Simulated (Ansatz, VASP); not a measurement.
One calculation of TiC, two programs

INCAR

```
SYSTEM = TiC
ALGO     = Normal         ! electronic algorithm
EDIFF    = 1E-6           ! SCF threshold, eV
ENCUT    = 520            ! plane-wave cutoff, eV
GGA      = PE             ! functional
ISIF     = 2              ! what is computed and relaxed
ISMEAR   = 0              ! smearing method
LASPH    = .TRUE.         ! aspherical terms in the spheres
LCHARG   = .TRUE.         ! write CHGCAR
LELF     = .TRUE.         ! ELF
LREAL    = .FALSE.        ! projectors in reciprocal space
LVHAR    = .TRUE.       
LWAVE    = .FALSE.        ! write WAVECAR
NBANDS   = 15             ! bands
NELM     = 80             ! most SCF steps
PREC     = Accurate       ! precision mode
SIGMA    = 0.1            ! smearing width, eV
```

File KPOINTS:

```
k-points
0
G
  16 16 16
  0 0 0
```

POSCAR

```
TiC
1.0
    0.0000000000      2.1878617431      2.1878617431
    2.1878617431      0.0000000000      2.1878617431
    2.1878617431      2.1878617431      0.0000000000
Ti C
1 1
Direct
    0.0000000000      0.0000000000      0.0000000000
    0.5000000000      0.5000000000      0.5000000000
```

Input for Ansatz:

```yaml
crystal:
  lattice:
    - [0.0, 2.1878617423, 2.1878617423]
    - [2.1878617423, 0.0, 2.1878617423]
    - [2.1878617423, 2.1878617423, 0.0]
  atoms:
    - { symbol: Ti, position: [0.0, 0.0, 0.0] }
    - { symbol: C, position: [0.5, 0.5, 0.5] }
basis:
  ecutwfc: 420
kpoints:
  mp_grid: { grid: [16, 16, 16] }
hamiltonian:
  xc: pbe
scf:
  occupations: { method: gaussian, width: 0.1 }
output:
  forces: true
  stress: true
  eigenvalues: true
```

Alike in both runs: task single point; functional PBE; k mesh 16 × 16 × 16; occupations gaussian, width 0.1 eV; no spin polarisation.

|  | VASP | Ansatz |
| --- | --- | --- |
| version | VASP 6.6.1 | Ansatz 0.2.0 |
| potentials or method | VASP PAW PBE potentials, release 64 (Ti_sv, C), cutoff 520 eV | scalar-relativistic, plane waves, PAW |
| valence electrons in the cell | 16 | 16 |

|  | VASP | Ansatz | Ansatz less VASP |
| --- | --- | --- | --- |
| gap on the k mesh at the Fermi level (eV) | none | none | - |
| pressure (GPa) | -6.8 | -7.0 | -0.17 |

A gap of «none» marks a metal or a gap that the smearing closes.
